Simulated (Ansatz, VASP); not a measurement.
## ZrC in VASP and in Ansatz

```
Zr C
1.0
     0.00000    2.33444    2.33444
     2.33444    0.00000    2.33444
     2.33444    2.33444    0.00000
Zr C
1 1
Cartesian
  2.3344 2.3344 2.3344
  0.0000 0.0000 0.0000
```

Change from the starting cell: volume scaled by 0.98.

Alike in both runs: task single point; functional PBEsol; k mesh 15 × 15 × 15; occupations fermi-dirac, width 0.05 eV; no spin polarisation.

```csv
,VASP,Ansatz
version,VASP 6.6.1,Ansatz 0.2.0
potentials or method,"VASP PAW PBE potentials, release 64 (Zr_sv, C), cutoff 520 eV","all-electron LAPW, scalar-relativistic"
```

|  | VASP | Ansatz | Ansatz less VASP |
| --- | --- | --- | --- |
| pressure (GPa) | 0.4 | 0.1 | -0.33 |

VASP's potentials were made for PBE, not for PBEsol. Ansatz ran all-electron here, and VASP with PAW potentials.
